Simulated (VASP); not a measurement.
# Fe (Fmmm) in VASP: single point with PBE

Aim: the single point of Fe with PBE.

All numbers are computed with VASP 6.6.1; they aren't measurements. Logs are shortened: lines on timing, memory, paths and dates and some standing lists are left out, and cuts for length are marked.

## (1) The cell of the first run

Symmetry: Fmmm, No. 69, orthorhombic system. Conventional cell: a = 2.997 Å, b = 3.883 Å, c = 3.930 Å, α = 90.00°, β = 90.00°, γ = 90.00°. Within 3.2 Å of Fe (site symmetry mmm) lie 14 Fe at 2.45 to 3.00 Å.

## (2) Single point, PBE, collinear spin, antiferromagnetic start

Contents of INCAR:

```
  PREC = Accurate
  ENCUT = 520
  EDIFF = 1E-6
  ISMEAR = -1
  SIGMA = 0.025
  LREAL = F
  LASPH = T
  NELM = 150
  ALGO = Normal
  ISIF = 2
  LWAVE = F
  LCHARG = F
  ISPIN = 2
  MAGMOM = 1.9 1.9 -1.9 -1.9
  LORBIT = 11
  LMAXMIX = 4
  GGA = PE
  NBANDS = 28
```

Contents of KPOINTS:

```
regular mesh
0
Gamma
  9 7 7
```

Contents of POSCAR:

```
Fe
1.0
    2.9968794198      0.0000000000      0.0000000000
    0.0000000000      3.8834793812      0.0000000000
    0.0000000000      0.0000000000      3.9302103246
Fe
4
Direct
    0.0000000000      0.0000000000      0.0000000000
    0.5000000000      0.5000000000      0.0000000000
    0.5000000000      0.0000000000      0.5000000000
    0.0000000000      0.5000000000      0.5000000000
```

Potentials or basis: VASP PAW PBE potentials, release 64 (Fe).

Started as:

```sh
> cat potpaw_PBE.64/Fe/POTCAR > POTCAR
> mpirun -np 1 vasp_std > vasp.out
```

OUTCAR:

```text
PREC = Accurate
   ENCUT = 520
   EDIFF = 1E-6
   ISMEAR = -1
   LREAL = F
   LASPH = T
   NELM = 150
   ISIF = 2
   ISPIN = 2
   LORBIT = 11
   GGA = PE

 ion  position               nearest neighbor table
   1  0.000  0.000  0.000-   2 2.45   2 2.45   2 2.45   2 2.45   3 2.47   3 2.47   3 2.47   3 2.47
                             4 2.76   4 2.76   4 2.76   4 2.76
   2  0.500  0.500  0.000-   1 2.45   1 2.45   1 2.45   1 2.45   4 2.47   4 2.47   4 2.47   4 2.47
                             3 2.76   3 2.76   3 2.76   3 2.76
   3  0.500  0.000  0.500-   4 2.45   4 2.45   4 2.45   4 2.45   1 2.47   1 2.47   1 2.47   1 2.47
                             2 2.76   2 2.76   2 2.76   2 2.76
   4  0.000  0.500  0.500-   3 2.45   3 2.45   3 2.45   3 2.45   2 2.47   2 2.47   2 2.47   2 2.47
                             1 2.76   1 2.76   1 2.76   1 2.76

  LATTYP: Found a simple orthorhombic cell.
 ALAT       =     2.9968794198
 B/A-ratio  =     1.2958410524
 C/A-ratio  =     1.3114342535

  Lattice vectors:

 A1 = (   2.9968794198,   0.0000000000,   0.0000000000)
 A2 = (   0.0000000000,   3.8834793812,   0.0000000000)
 A3 = (   0.0000000000,   0.0000000000,   3.9302103246)

Analysis of symmetry for initial positions (statically):
=====================================================================
 Subroutine PRICEL returns following result:

  LATTYP: Found a face centered orthorhombic cell.
 ALAT       =     2.9968794198
 B/A-ratio  =     1.2958410524
 C/A-ratio  =     1.3114342535
[... 12 lines left out ...]
 Subroutine GETGRP returns: Found  8 space group operations
 (whereof  8 operations were pure point group operations)
 out of a pool of  8 trial point group operations.

The static configuration has the point symmetry D_2h.

Analysis of symmetry for dynamics (positions and initial velocities):
=====================================================================
 Subroutine PRICEL returns following result:

  LATTYP: Found a face centered orthorhombic cell.
 ALAT       =     2.9968794198
 B/A-ratio  =     1.2958410524
 C/A-ratio  =     1.3114342535
[... 12 lines left out ...]
 Subroutine GETGRP returns: Found  8 space group operations
 (whereof  8 operations were pure point group operations)
 out of a pool of  8 trial point group operations.

The dynamic configuration has the point symmetry D_2h.

Analysis of structural, dynamic, and magnetic symmetry:
=====================================================================
 Subroutine PRICEL returns following result:

  LATTYP: Found a face centered orthorhombic cell.
 ALAT       =     2.9968794198
 B/A-ratio  =     1.2958410524
 C/A-ratio  =     1.3114342535
[... 12 lines left out ...]
 Subroutine GETGRP returns: Found  8 space group operations
[... 132 lines left out ...]
 spin polarized calculation
  energy-cutoff  :      520.00
  volume of cell :       45.74
 maximum number of plane-waves:      1263
 NGX is ok and might be reduce to    24
   NGX = 11   NGY = 15   NGZ = 15

 number of electron      32.0000014 magnetization      -0.0000000

 number of electron      32.0000014 magnetization       0.0000000

 Free energy of the ion-electron system (eV)
  ---------------------------------------------------
  ext. energy  EPLUGINS =         0.00000000
  ---------------------------------------------------
  free energy    TOTEN  =       -32.27126405 eV

  energy without entropy =      -32.26112949  energy(sigma->0) =      -32.26619677

 E-fermi :   5.9822     XC(G=0): -13.0993

 val. band max:        5.9808913941   @ k =   0.2222   0.0000   0.0000
 cond. band min:       5.9878169639   @ k =   0.1111   0.2857   0.2857
 fundamental gap:      0.0069255698
 Fermi energy:         5.9821812830

 spin component 1

 k-point     1 :       0.0000    0.0000    0.0000
  band No.  band energies     occupation
      1      -2.5624      1.00000
      2       1.0307      1.00000
      3       1.3073      1.00000
      4       1.6242      1.00000
      5       1.9178      1.00000
      6       2.5413      1.00000
[... 733 lines left out ...]
     27      16.1098      0.00000
     28      17.9834      0.00000

 [... further k-points ...]

 spin component 2

 k-point     1 :       0.0000    0.0000    0.0000
  band No.  band energies     occupation
      1      -2.5624      1.00000
      2       1.0307      1.00000
      3       1.3073      1.00000
      4       1.6242      1.00000
      5       1.9178      1.00000
      6       2.5413      1.00000
[... 733 lines left out ...]
     27      16.1098      0.00000
     28      17.9834      0.00000

 [... further k-points ...]

------------------------ aborting loop because EDIFF is reached ----------------------------------------

  FORCE on cell =-STRESS in cart. coord.  units (eV):
  Direction    XX          YY          ZZ          XY          YZ          ZX
  --------------------------------------------------------------------------------------
  -------------------------------------------------------------------------------------
  Total       -0.0183607     -3.8872999     -1.3363040      0.0000000      0.0000000      0.0000000
  in kB       -0.6431218   -136.1609471    -46.8068882      0.0000000      0.0000000      0.0000000
  external PRESSURE =     -61.2036524 kB  Pullay stress =       0.0000000 kB

 VOLUME and BASIS-vectors are now :
 -----------------------------------------------------------------------------
  energy-cutoff  :      520.00
  volume of cell :       45.74
      direct lattice vectors                 reciprocal lattice vectors
     2.996879420  0.000000000  0.000000000     0.333680426  0.000000000  0.000000000
     0.000000000  3.883479381  0.000000000     0.000000000  0.257501045  0.000000000
     0.000000000  0.000000000  3.930210325     0.000000000  0.000000000  0.254439309

 POSITION                                       TOTAL-FORCE (eV/Angst)
 -----------------------------------------------------------------------------------
      0.00000      0.00000      0.00000         0.000000     -0.000000      0.000000
      1.49844      1.94174      0.00000        -0.000000      0.000000      0.000000
      1.49844      0.00000      1.96511        -0.000000     -0.000000      0.000000
      0.00000      1.94174      1.96511         0.000000      0.000000     -0.000000
 -----------------------------------------------------------------------------------
    total drift:                                0.000000     -0.000000     -0.000000

  FREE ENERGIE OF THE ION-ELECTRON SYSTEM (eV)
  ---------------------------------------------------
  free  energy   TOTEN  =       -32.2712640518 eV

  energy  without entropy=      -32.2611294858  energy(sigma->0) =      -32.26619677

 total charge

# of ion       s       p       d       tot
------------------------------------------
    1        0.489   0.553   6.206   7.247
    2        0.489   0.553   6.206   7.247
    3        0.489   0.553   6.206   7.247
    4        0.489   0.553   6.206   7.247
--------------------------------------------------
tot          1.955   2.211  24.823  28.989

 magnetization (x)

# of ion       s       p       d       tot
------------------------------------------
    1        0.017   0.033   1.855   1.905
    2        0.017   0.033   1.855   1.905
    3       -0.017  -0.033  -1.855  -1.905
    4       -0.017  -0.033  -1.855  -1.905
--------------------------------------------------
tot         -0.000  -0.000   0.000  -0.000
```

OSZICAR:

```text
N       E                     dE             d eps       ncg     rms          rms(c)
DAV:   1     0.224126073752E+03    0.22413E+03   -0.13598E+04  9248   0.148E+03
DAV:   2    -0.252541511142E+02   -0.24938E+03   -0.23068E+03  8964   0.303E+02
DAV:   3    -0.374965497170E+02   -0.12242E+02   -0.10780E+02  9532   0.955E+01
DAV:   4    -0.376490249248E+02   -0.15248E+00   -0.15208E+00  9752   0.120E+01
DAV:   5    -0.376504042615E+02   -0.13793E-02   -0.13793E-02  9632   0.931E-01    0.223E+01
DAV:   6    -0.326291156614E+02    0.50213E+01   -0.29365E+01  9592   0.806E+01    0.108E+01
DAV:   7    -0.323058739850E+02    0.32324E+00   -0.27435E+00  9700   0.246E+01    0.529E+00
DAV:   8    -0.322949290538E+02    0.10945E-01   -0.48070E-02 10340   0.235E+00    0.196E+00
DAV:   9    -0.322735141587E+02    0.21415E-01   -0.16653E-02 16720   0.210E+00    0.539E-01
DAV:  10    -0.322712292146E+02    0.22849E-02   -0.38766E-03 11500   0.672E-01    0.150E-01
DAV:  11    -0.322712348721E+02   -0.56576E-05   -0.53204E-04  9496   0.324E-01    0.899E-02
DAV:  12    -0.322712632936E+02   -0.28421E-04   -0.37233E-05 16472   0.113E-01    0.425E-02
DAV:  13    -0.322712622008E+02    0.10928E-05   -0.11896E-05 12920   0.396E-02    0.202E-02
DAV:  14    -0.322712633035E+02   -0.11027E-05   -0.12935E-06  6416   0.229E-02    0.995E-03
DAV:  15    -0.322712640518E+02   -0.74832E-06   -0.10240E-06  4812   0.211E-02
   1 F= -.32271264E+02 E0= -.32266197E+02  d E =-.101346E-01  mag=     0.0000
```

stdout:

```text
POSCAR found type information on POSCAR Fe
 POSCAR found :  1 types and       4 ions
 scaLAPACK will be used
 LDA part: xc-table for (Slater+PW92), standard interpolation
 POSCAR, INCAR and KPOINTS ok, starting setup
 FFT: planning ... GRIDC
 FFT: planning ... GRID_SOFT
 FFT: planning ... GRID
 WAVECAR not read
 entering main loop
```

It used 260 s of CPU time on 1 thread of AMD EPYC 7R13 Processor (Zen 3) (shared host).

Results:

| Quantity | Value |
| --- | --- |
| Free energy | -32.2713 eV |
| Pressure | -6.1 GPa |
| Band gap on the k mesh | zero (filled and empty bands overlap) |
| Net moment | 0.00 μB per cell |
| Site moments | Fe +1.91, -1.91 μB |
| Valence electrons inside the program's atomic spheres | Fe 7.25 |
